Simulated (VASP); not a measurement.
# PtWSe4 (P4/mmm) in VASP: notebook, part 2 of 2

VASP 6.6.1. The steps go on from the part before.

### 5 Relaxation of cell and atoms, PBE

This run uses another cell than the first one, of 22.97 Å³/atom.

The input, INCAR:

```
ALGO = Normal
EDIFF = 1E-6
EDIFFG = -0.04
ENCUT = 600
GGA = PE
IBRION = 2
ISIF = 3
ISMEAR = 0
LASPH = True
LCHARG = False
LREAL = False
LWAVE = False
NELM = 80
NSW = 90
PREC = Accurate
SIGMA = 0.1
```

The input, KPOINTS:

```
k-points
0
Gamma
  4 4 4
```

The input, POSCAR:

```
PtWSe4
1.0
    4.5708381000      0.0000000000      0.0000000000
    0.0000000000      4.5708381000      0.0000000000
    0.0000000000      0.0000000000      6.5978928100
Pt W Se
1 1 4
Direct
    0.5000000000      0.5000000000      0.0000000000
    0.0000000000      0.0000000000      0.5000000000
    0.5000000000      0.0000000000      0.2657380100
    0.5000000000      0.0000000000      0.7342619900
    0.0000000000      0.5000000000      0.7342619900
    0.0000000000      0.5000000000      0.2657380100
```

On the command line:

```
$ cat potpaw_PBE.64/Pt/POTCAR potpaw_PBE.64/W_sv/POTCAR potpaw_PBE.64/Se/POTCAR > POTCAR
$ mpirun -np 1 vasp_std > vasp.out
```

It took 15 min on 1 thread of Intel Xeon 8259CL, shared host; peak memory 0.35 GiB.

The run converged. Its results:

```
Free energy                           : -32.8973 eV
Relaxed volume                        : 20.00 Å³/atom
Relaxed cell                          : a = 4.383 Å, b = 4.383 Å, c = 6.245 Å, α = 90.00°, β = 90.00°, γ = 90.00°
Space group after relaxing (to 0.1 Å) : P4/mmm (No. 123)
Energy gained by relaxing             : 122.2 meV/atom
Ionic steps                           : 9
Pressure after relaxing               : 0.0 GPa
Largest force after relaxing          : 0.007 eV/Å
Band gap on the k mesh                : zero (bands 24 and 25 overlap by 0.94 eV)
```

Forces in eV/Å, atoms in the order of the input:
```
Pt   0.000  0.000  0.000
W    0.000  0.000  0.000
Se   0.000  0.000  0.007
Se   0.000  0.000 -0.007
Se   0.000  0.000 -0.007
Se   0.000  0.000  0.007
```

Stress tensor (GPa, compression positive):
```
 0.02  0.00  0.00
 0.00  0.02  0.00
 0.00  0.00 -0.16
```

The path:
```tsv
step	energy change (eV)	largest force (eV/Å)	pressure (GPa)	volume (Å³)
1	0.0000	0.1353	-11.21	137.85
2	-0.1415	0.8092	16.10	108.20
3	-0.6928	0.4679	-0.19	120.74
4	-0.6930	0.4757	0.12	120.41
5	-0.7252	0.2084	0.20	119.98
6	-0.7328	0.0147	0.31	119.64
7	-0.7328	0.0028	0.30	119.66
8	-0.7329	0.0099	-0.36	120.33
9	-0.7332	0.0066	-0.04	119.99
```

Final structure:
```cif
data_structure
_symmetry_space_group_name_H-M 'P 1'
_symmetry_Int_Tables_number 1
_cell_length_a 4.3834
_cell_length_b 4.3834
_cell_length_c 6.2449
_cell_angle_alpha 90.000
_cell_angle_beta 90.000
_cell_angle_gamma 90.000
_cell_volume 119.99
loop_
_atom_site_label
_atom_site_type_symbol
_atom_site_fract_x
_atom_site_fract_y
_atom_site_fract_z
_atom_site_occupancy
Pt1 Pt 0.50000 0.50000 0.00000 1
W1 W 0.00000 0.00000 0.50000 1
Se1 Se 0.50000 0.00000 0.25932 1
Se2 Se 0.50000 0.00000 0.74068 1
Se3 Se 0.00000 0.50000 0.74068 1
Se4 Se 0.00000 0.50000 0.25932 1
```

Levels at points of the mesh, in eV from the Fermi level:
```tsv
k point	band 22	band 23	band 24	band 25	band 26	band 27
(0.00, 0.00, 0.00)	-0.66	-0.66	-0.52	1.04	1.38	1.38
(0.50, 0.00, 0.00)	-1.53	-0.92	-0.51	0.48	0.61	1.25
(0.50, 0.50, 0.00)	-0.48	-0.21	-0.21	0.97	1.20	1.79
(0.00, 0.00, 0.50)	-1.29	-0.57	-0.51	0.76	0.76	1.07
(0.50, 0.00, 0.50)	-2.68	-1.70	-1.69	-0.36	-0.13	2.18
(0.50, 0.50, 0.50)	-0.97	-0.43	0.23	0.69	0.70	1.87
```

Caveat: spin-orbit coupling is left out, which moves the levels of the heavy elements.

### 6 Relaxation of cell and atoms, PBE

The input, INCAR:

```
PREC = Accurate
ENCUT = 600
EDIFF = 1E-7
ISMEAR = 0
SIGMA = 0.1
LREAL = False
LASPH = True
NELM = 60
ALGO = Normal
ISIF = 3
LWAVE = False
LCHARG = False
GGA = PE
IBRION = 2
NSW = 100
EDIFFG = -0.01
```

The input, KPOINTS:

```
regular mesh
0
Gamma
  8 8 6
```

The input, POSCAR:

```
PtWSe4
1.0
    4.3842748246      0.0000000000      0.0000000000
    0.0000000000      4.3842748246      0.0000000000
    0.0000000000      0.0000000000      6.2390195631
Pt W Se
1 1 4
Direct
    0.5000000000      0.5000000000      0.0000000000
    0.0000000000      0.0000000000      0.5000000000
    0.5000000000      0.0000000000      0.2596212256
    0.5000000000      0.0000000000      0.7403787744
    0.0000000000      0.5000000000      0.7403787744
    0.0000000000      0.5000000000      0.2596212256
```

Potentials or basis: VASP PAW PBE potentials, release 64 (Pt, W_sv, Se).

On the command line:

```
$ cat potpaw_PBE.64/Pt/POTCAR potpaw_PBE.64/W_sv/POTCAR potpaw_PBE.64/Se/POTCAR > POTCAR
$ mpirun -np 1 vasp_std > vasp.out
```

It took 13 min on 1 thread of Intel Xeon 8259CL, shared host; peak memory 0.44 GiB.

Results (log left out):

- Free energy: -32.8144 eV
- Relaxed volume: 20.03 Å³/atom
- Relaxed cell: a = 4.384 Å, b = 4.384 Å, c = 6.252 Å, α = 90.00°, β = 90.00°, γ = 90.00°
- Space group after relaxing (to 0.1 Å): P4/mmm (No. 123)
- Energy gained by relaxing: 0.2 meV/atom
- Ionic steps: 4
- Pressure after relaxing: 0.0 GPa
- Band gap on the k mesh: zero (bands 24 and 25 overlap by 0.83 eV)

Forces in eV/Å, atoms in the order of the input:
```
Pt   0.000  0.000  0.000
W    0.000  0.000  0.000
Se   0.000  0.000 -0.002
Se   0.000  0.000  0.002
Se   0.000  0.000  0.002
Se   0.000  0.000 -0.002
```

The path:
```
step  energy change (eV)  largest force (eV/Å)  pressure (GPa)  volume (Å³)
   1              0.0000                0.0848            0.29       119.93
   2             -0.0008                0.0196           -0.35       120.55
   3             -0.0010                0.0375           -0.18       120.38
   4             -0.0013                0.0022           -0.01       120.18
```

Final structure:
```xyz
6
Lattice="4.3844 0.0000 0.0000 0.0000 4.3844 0.0000 0.0000 0.0000 6.2521" Properties=species:S:1:pos:R:3 pbc="T T T"
Pt    2.1922    2.1922    0.0000
W     0.0000    0.0000    3.1261
Se    2.1922    4.3844    1.6174
Se    2.1922    4.3844    4.6347
Se    0.0000    2.1922    4.6347
Se    4.3844    2.1922    1.6174
```

Levels at points of the mesh, in eV from the Fermi level:
```
           k point  band 21  band 22  band 23  band 24  band 25  band 26  band 27  band 28
(0.00, 0.00, 0.00)    -0.76    -0.64    -0.64    -0.50     1.04     1.39     1.39     2.94
(0.50, 0.00, 0.00)    -1.98    -1.52    -0.90    -0.48     0.48     0.62     1.25     2.06
(0.50, 0.50, 0.00)    -1.44    -0.45    -0.20    -0.20     0.99     1.21     1.81     3.09
(0.00, 0.00, 0.50)    -1.28    -1.28    -0.55    -0.49     0.78     0.78     1.07     2.71
(0.50, 0.00, 0.50)    -2.88    -2.66    -1.68    -1.68    -0.35    -0.11     2.18     2.48
(0.50, 0.50, 0.50)    -0.95    -0.95    -0.40     0.24     0.71     0.72     1.88     1.88
```

Caveat: spin-orbit coupling is left out, which moves the levels of the heavy elements.

### 7 Overview

| task | cell | k mesh | cutoff (eV) | gap on the mesh (eV) | pressure (GPa) | relaxed volume (Å³/atom) | largest force (eV/Å) |
| --- | --- | --- | --- | --- | --- | --- | --- |
| single point | a = 4.384, b = 4.384, c = 6.239 Å, 6 atoms, atomic positions A | 4 × 4 × 4 | 520 | none | 0.0 | - | 0.02 |
| single point | a = 4.571, b = 4.571, c = 6.598 Å, 6 atoms, atomic positions B | 4 × 4 × 4 | 520 | none | -11.2 | - | 0.14 |
| single point | a = 4.383, b = 4.383, c = 6.250 Å, 6 atoms, atomic positions C | 8 × 8 × 6 | 520 | none | 0.1 | - | 0.02 |
| relaxation of cell and atoms | relaxed from a = 4.571, b = 4.571, c = 6.598 Å, 6 atoms, atomic positions B | 4 × 4 × 4 | 600 | none | 0.0 | 20.00 | 0.01 |
| relaxation of cell and atoms | relaxed from a = 4.384, b = 4.384, c = 6.239 Å, 6 atoms, atomic positions A | 8 × 8 × 6 | 600 | none | 0.0 | 20.03 | - |

Alike in all rows: level PBE; potentials or basis VASP PAW PBE potentials, release 64 (Pt, W_sv, Se); no spin polarisation; smearing gaussian 0.1 eV.

Caveats: spin-orbit coupling is left out, which moves the levels of the heavy elements; the cell stands under tension (at least some runs).

Total energies depend on the potentials used, so only differences within one code and one set of settings carry meaning.
